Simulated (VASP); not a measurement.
**In3GaP4: single point with PBE**

The system is In3GaP4.

```
In Ga P
1.0
     5.46137    0.00000    0.00000
     0.00000    5.46137    0.00000
     0.00000    0.00000    5.46137
In Ga P
3 1 4
Direct
  0.50000 0.00000 0.50000
  0.50000 0.50000 0.00000
  0.00000 0.50000 0.50000
  0.00000 0.00000 0.00000
  0.00000 0.50000 0.00000
  0.50000 0.50000 0.50000
  0.00000 0.00000 0.50000
  0.50000 0.00000 0.00000
```

```json
{
 "Program": "VASP 6.6.1",
 "Task": "single point",
 "Functional": "PBE",
 "Potentials or basis": "VASP PAW PBE potentials, release 64 (In_d, Ga_d, P)",
 "Cutoff": "520 eV",
 "k mesh": "8 × 8 × 8",
 "Occupations": "gaussian, width 0.1 eV",
 "Spin": "no spin polarisation",
 "Dipole correction": "no",
 "Further INCAR settings": "ALGO = Normal; EDIFF = 1e-06; NBANDS = 46"
}
```

The pressure is 0.0 GPa. The band gap on the k mesh is zero (bands 36 and 37 overlap by 1.34 eV).

Levels at points of the mesh, in eV from the Fermi level:
| k point | band 34 | band 35 | band 36 | band 37 | band 38 | band 39 |
| --- | --- | --- | --- | --- | --- | --- |
| (0.00, 0.00, 0.00) | -2.36 | -2.36 | -2.36 | -0.22 | -0.22 | -0.22 |
| (0.50, 0.00, 0.00) | -1.47 | -1.37 | -1.37 | 0.71 | 1.08 | 2.28 |
| (0.50, 0.50, 0.00) | -0.08 | -0.08 | -0.07 | 1.83 | 2.36 | 2.36 |
| (0.50, 0.50, 0.50) | 0.22 | 0.22 | 0.22 | 2.58 | 2.58 | 2.58 |

Run time: 4.1 min on 1 thread of Intel(R) Xeon(R) Platinum 8488C (Sapphire Rapids), on a shared host, peak memory 0.38 GiB.

Caveat: spin-orbit coupling is left out, which moves the levels of the heavy elements.
